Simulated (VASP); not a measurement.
# SiGe5 (Imm2) in VASP: relaxation of cell and atoms with PBE

Aim: the relaxation of cell and atoms of SiGe5 with PBE.

All numbers are computed with VASP 6.6.1; they aren't measurements. Logs are shortened: lines on timing, memory, paths and dates and some standing lists are left out, and cuts for length are marked.

## 1. The cell of the first run

It takes space group Imm2 (No. 44, orthorhombic). The conventional cell has a = 3.974 Å, b = 11.922 Å, c = 5.620 Å, α = 90.00°, β = 90.00°, γ = 90.00°. Si (site symmetry mm2) has 4 Ge at 2.43 Å within 3.2 Å. Within 3.2 Å of Ge (site symmetry m) lie 4 Ge at 2.43 Å. Within 3.2 Å of Ge (site symmetry m) lie 3 Ge at 2.43 Å and 1 Si at 2.43 Å. Within 3.2 Å of Ge (site symmetry mm2) lie 2 Si at 2.43 Å and 2 Ge at 2.43 Å.

## 2. Relaxation of cell and atoms, PBE

Input file INCAR:

```
SYSTEM = SiGe5
PREC = Accurate ; ENCUT = 600
EDIFF = 1E-7 ; ISMEAR = 0
SIGMA = 0.2 ; LREAL = .FALSE.
LASPH = .TRUE. ; NELM = 60
ALGO = Normal ; ISIF = 3
LWAVE = .FALSE. ; LCHARG = .FALSE.
GGA = PE ; IBRION = 2
NSW = 36 ; EDIFFG = -0.08
```

Input file KPOINTS:

```
Automatic mesh
0
G
  5 5 5
  0 0 0
```

Input file POSCAR:

```
SiGe5
1.0
   -1.9870000000      5.9610000000      2.8100000000
    1.9870000000     -5.9610000000      2.8100000000
    1.9870000000      5.9610000000     -2.8100000000
Si Ge
1 5
Direct
    0.0000000000      0.0000000000      0.0000000000
    0.6666700000      0.0000000000      0.6666700000
    0.0833300000      0.2500000000      0.8333300000
    0.3333300000      0.0000000000      0.3333300000
    0.4166700000      0.2500000000      0.1666700000
    0.7500000000      0.2500000000      0.5000000000
```

Potentials or basis: VASP PAW PBE potentials, release 64 (Si, Ge_d).

Started as:

```
cat potpaw_PBE.64/Si/POTCAR potpaw_PBE.64/Ge_d/POTCAR > POTCAR
mpirun -np 1 vasp_std > vasp.out
```

OUTCAR:

```text
SYSTEM = SiGe5
   PREC = Accurate
   ENCUT = 600
   EDIFF = 1E-7
   ISMEAR = 0
   LREAL = .FALSE.
   LASPH = .TRUE.
   NELM = 60
   ISIF = 3
   GGA = PE
   IBRION = 2
   NSW = 36
   EDIFFG = -0.08

 ion  position               nearest neighbor table
   1  0.000  0.000  0.000-   6 2.43   6 2.43   3 2.43   5 2.43
   2  0.667  0.000  0.667-   3 2.43   5 2.43   5 2.43   6 2.43
   3  0.083  0.250  0.833-   2 2.43   4 2.43   4 2.43   1 2.43
   4  0.333  0.000  0.333-   5 2.43   3 2.43   3 2.43   6 2.43
   5  0.417  0.250  0.167-   4 2.43   2 2.43   2 2.43   1 2.43
   6  0.750  0.250  0.500-   1 2.43   1 2.43   4 2.43   2 2.43

  LATTYP: Found a body centered orthorhombic cell.
 ALAT       =     3.9740000000
 B/A-ratio  =     1.4141922496
 C/A-ratio  =     3.0000000000

  Lattice vectors:

 A1 = (   1.9870000000,  -5.9610000000,  -2.8100000000)
 A2 = (  -1.9870000000,  -5.9610000000,   2.8100000000)
 A3 = (  -1.9870000000,   5.9610000000,  -2.8100000000)

Analysis of symmetry for initial positions (statically):
=====================================================================
 Subroutine PRICEL returns:
 Original cell was already a primitive cell.

 Routine SETGRP: Setting up the symmetry group for a
 body centered orthorhombic supercell.

 Subroutine GETGRP returns: Found  4 space group operations
 (whereof  4 operations were pure point group operations)
 out of a pool of  8 trial point group operations.

The static configuration has the point symmetry C_2v.

Analysis of symmetry for dynamics (positions and initial velocities):
=====================================================================
 Subroutine PRICEL returns:
 Original cell was already a primitive cell.

 Routine SETGRP: Setting up the symmetry group for a
 body centered orthorhombic supercell.

 Subroutine GETGRP returns: Found  4 space group operations
 (whereof  4 operations were pure point group operations)
 out of a pool of  8 trial point group operations.

The dynamic configuration has the point symmetry C_2v.

 Subroutine INISYM returns: Found  4 space group operations
 (whereof  4 operations are pure point group operations),
 and found     1 'primitive' translations

----------------------------------------------------------------------------------------

                                     Primitive cell

  volume of cell :     133.1323

  direct lattice vectors                    reciprocal lattice vectors
    -1.987000000  5.961000000  2.810000000     0.000000000  0.083878544  0.177935943
     1.987000000 -5.961000000  2.810000000     0.251635632  0.000000000  0.177935943
     1.987000000  5.961000000 -2.810000000     0.251635632  0.083878544  0.000000000

  length of vectors
     6.883152621  6.883152621  6.883152621     0.196715048  0.308190997  0.265247245

  position of ions in fractional coordinates (direct lattice)
     0.000000000  0.000000000  0.000000000
     0.666670000  0.000000000  0.666670000
     0.083330000  0.250000000  0.833330000
     0.333330000  0.000000000  0.333330000
     0.416670000  0.250000000  0.166670000
     0.750000000  0.250000000  0.500000000

  ion indices of the primitive-cell ions
   primitive index   ion index
                 1           1
                 2           2
                 3           3
                 4           4
                 5           5
                 6           6

----------------------------------------------------------------------------------------

 KPOINTS: Automatic mesh

Automatic generation of k-mesh.
 Grid dimensions read from file:
 generate k-points for:    5    5    5

 Generating k-lattice:

  Cartesian coordinates                     Fractional coordinates (reciprocal lattice)
     0.000000000  0.016775709  0.035587189     0.200000000  0.000000000  0.000000000
     0.050327126  0.000000000  0.035587189    -0.000000000  0.200000000  0.000000000
     0.050327126  0.016775709  0.000000000    -0.000000000  0.000000000  0.200000000

  Length of vectors
     0.039343010  0.061638199  0.053049449

  Shift w.r.t. Gamma in fractional coordinates (k-lattice)
     0.000000000  0.000000000  0.000000000

 Subroutine IBZKPT returns following result:
 ===========================================

 Found     27 irreducible k-points:

 Following reciprocal coordinates:
            Coordinates               Weight
  0.000000  0.000000  0.000000      1.000000
  0.200000  0.000000 -0.000000      4.000000
  0.400000  0.000000 -0.000000      4.000000
  0.000000  0.200000 -0.000000      4.000000
  0.200000  0.200000  0.000000      8.000000
  0.400000  0.200000 -0.000000      8.000000
[... 16 lines left out ...]
 -0.400000 -0.200000  0.200000      4.000000
 -0.200000 -0.200000  0.200000      2.000000
 [... further k-points ...]
   k-points           NKPTS =     27   k-points in BZ     NKDIM =     27   number of bands    NBANDS=     44
   number of dos      NEDOS =    301   number of ions     NIONS =      6
   total plane-waves  NPLWV = 175616
   dimension x,y,z NGX =    56 NGY =   56 NGZ =   56
   dimension x,y,z NGXF=   112 NGYF=  112 NGZF=  112
   ions per type =               1   5
   NGX,Y,Z   is equivalent  to a cutoff of  13.53, 13.53, 13.53 a.u.
   NGXF,Y,Z  is equivalent  to a cutoff of  27.05, 27.05, 27.05 a.u.
 SYSTEM =  SiGe5
   PREC   = accura    normal or accurate (medium, high low for compatibility)
   ISTART =      0    job   : 0-new  1-cont  2-samecut
   ICHARG =      2    charge: 1-file 2-atom 10-const
   ISPIN  =      1    spin polarized calculation?
   LNONCOLLINEAR =      F non collinear calculations
   LSORBIT =      F    spin-orbit coupling
   LASPH  =      T    aspherical Exc in radial PAW
   ENCUT  =  600.0 eV  44.10 Ry    6.64 a.u.  13.75 13.75 13.75*2*pi/ulx,y,z
   NELM   =     60;   NELMIN=  2; NELMDL= -5     # of ELM steps
   EDIFF  = 0.1E-06   stopping-criterion for ELM
   LREAL  =      F    real-space projection
   EDIFFG = -.8E-01   stopping-criterion for IOM
   NSW    =     36    number of steps for IOM
   IBRION =      2    ionic relax: 0-MD 1-quasi-New 2-CG
   NFREE  =      1    steps in history (QN), initial steepest desc. (CG)
   ISIF   =      3    stress and relaxation
   ISYM   =      2    0-nonsym 1-usesym 2-fastsym
   POTIM  = 0.5000    time-step for ionic-motion
   TEBEG  =    0.0;   TEEND  =   0.0 temperature during run
   PSTRESS=    0.0 pullay stress
   NELECT =      74.0000    total number of electrons
   NUPDOWN=      -1.0000    fix difference up-down
   EMIN   =  10.00;   EMAX   =-10.00  energy-range for DOS
   EFERMI =   0.00;   METHOD = LEGACY
   ISMEAR =     0;   SIGMA  =   0.20  broadening in eV -4-tet -1-fermi 0-gaus
   EFERMI_NEDOS =   21; number of points for ismear=-14 and -15
   IALGO  =     38    algorithm
   IMIX   =      4    mixing-type and parameters
     AMIX     =   0.40;   BMIX     =  1.00
     AMIX_MAG =   1.60;   BMIX_MAG =  1.00
  volume/ion in A,a.u.               =      22.19       149.74
  Fermi-wavevector in a.u.,A,eV,Ry     =   1.346039  2.543645 24.651320  1.811821
  Thomas-Fermi vector in A             =   2.473903
   LORBIT       =      0    0 simple, 1 ext, 2 COOP (PROOUT), +10 PAW based schemes
   GGA     = PE    functional components
   LHFCALC =     F    Hartree Fock is set to
   AEXX    =    0.0000 exact exchange contribution
   IVDW    =     0    specifies the selected vdW correction
   LEPSILON=     F    determine dielectric tensor
   LRPA    =     F    only Hartree local field effects (RPA)
 conjugate gradient relaxation of ions
 non-spin polarized calculation
 Gauss-broadening in eV      SIGMA  =   0.20
  energy-cutoff  :      600.00
  volume of cell :      133.13
 maximum number of plane-waves:      4458
   NGX = 27   NGY = 27   NGZ = 27

--------------------------------------- Ionic step        1  -------------------------------------------

 number of electron      74.0000009 magnetization

 Free energy of the ion-electron system (eV)
  ---------------------------------------------------
  ext. energy  EPLUGINS =         0.00000000
  ---------------------------------------------------
  free energy    TOTEN  =       -27.81480025 eV

  energy without entropy =      -27.81226936  energy(sigma->0) =      -27.81353481

------------------------ aborting loop because EDIFF is reached ----------------------------------------

  FORCE on cell =-STRESS in cart. coord.  units (eV):
  Direction    XX          YY          ZZ          XY          YZ          ZX
  --------------------------------------------------------------------------------------
  -------------------------------------------------------------------------------------
  Total        2.8762020      2.5552999      2.3872354      0.0000000      0.0000000      0.0000000
  in kB       34.6135918     30.7517021     28.7291330      0.0000000      0.0000000      0.0000000
  external PRESSURE =      31.3648090 kB  Pullay stress =       0.0000000 kB
[... 145 lines left out ...]
  energy  without entropy=      -27.8968852265  energy(sigma->0) =      -27.89978961

--------------------------------------- Ionic step        5  -------------------------------------------

 number of electron      74.0000000 magnetization

 Free energy of the ion-electron system (eV)
  ---------------------------------------------------
  ext. energy  EPLUGINS =         0.00000000
  ---------------------------------------------------
  free energy    TOTEN  =       -27.90498649 eV

  energy without entropy =      -27.89927427  energy(sigma->0) =      -27.90213038

 E-fermi :   4.7941     XC(G=0):  -9.6476

 val. band max:        4.7082783610   @ k =   0.0000   0.0000   0.0000
 cond. band min:       4.8457402543   @ k =   0.0000   0.0000   0.0000
 fundamental gap:      0.1374618933
 Fermi energy:         4.7940904929

 k-point     1 :       0.0000    0.0000    0.0000
  band No.  band energies     occupation
      1     -20.0005      2.00000
      2     -19.9988      2.00000
      3     -19.9984      2.00000
      4     -19.9816      2.00000
      5     -19.9446      2.00000
      6     -19.9331      2.00000
[... 1117 lines left out ...]
     43       8.2533      0.00000
     44       9.1540      0.00000

 [... further k-points ...]
[... 5 lines left out ...]
  --------------------------------------------------------------------------------------
  -------------------------------------------------------------------------------------
  Total        0.0266227      0.0200397      0.0240581      0.0000000      0.0000000      0.0000000
  in kB        0.3064897      0.2307041      0.2769646      0.0000000      0.0000000      0.0000000
  external PRESSURE =       0.2713861 kB  Pullay stress =       0.0000000 kB
[... 21 lines left out ...]
  FREE ENERGIE OF THE ION-ELECTRON SYSTEM (eV)
  ---------------------------------------------------
  free  energy   TOTEN  =       -27.9049864884 eV

  energy  without entropy=      -27.8992742654  energy(sigma->0) =      -27.90213038

 reached required accuracy - stopping structural energy minimisation
```

Wall time 33 min (1 thread of Oxide Virtual Turin-like, shared host); peak memory 0.5 GiB.

Results:

```yaml
Free_energy: -27.9050 eV
Relaxed_volume: 23.20 Å³/atom
Relaxed_cell: a = 6.983 Å, b = 6.983 Å, c = 6.983 Å, α = 146.31°, β = 59.95°, γ = 131.97°
Space_group_after_relaxing_to_0.05_Å: Imm2 (No. 44)
Energy_gained_by_relaxing: 15.0 meV/atom
Ionic_steps: 5
Pressure_after_relaxing: 0.0 GPa
Largest_force_after_relaxing: 0.034 eV/Å
Band_gap_on_the_k_mesh: 0.14 eV, direct
```

Forces in eV/Å, atoms in the order of the input:
```
Si   0.000  0.000 -0.023
Ge   0.000 -0.032  0.010
Ge   0.000 -0.001  0.005
Ge   0.000  0.032  0.010
Ge   0.000  0.001  0.005
Ge   0.000  0.000 -0.005
```

Step by step:
```csv
step,energy change (eV),largest force (eV/Å),pressure (GPa),volume (Å³)
1,0.0000,0.5661,3.14,133.13
2,-0.0753,0.2215,-1.00,141.68
3,-0.0791,0.2799,-0.38,140.05
4,-0.0879,0.1256,-0.16,139.57
5,-0.0902,0.0337,0.03,139.17
```

Final structure:
```
Si Ge
1.0
    -2.02356    6.04923    2.84231
     2.02356   -6.04923    2.84231
     2.02356    6.04923   -2.84231
Si Ge
1 5
Direct
  0.99993 0.99993 0.00000
  0.66594 0.99949 0.66645
  0.08252 0.24617 0.83635
  0.33305 0.99949 0.33355
  0.40981 0.24617 0.16365
  0.75875 0.25875 0.50000
```

Caveat: the relaxation stopped at a loose force limit of 0.08 eV/Å, so its end isn't a converged minimum. A k mesh can miss the band edges.
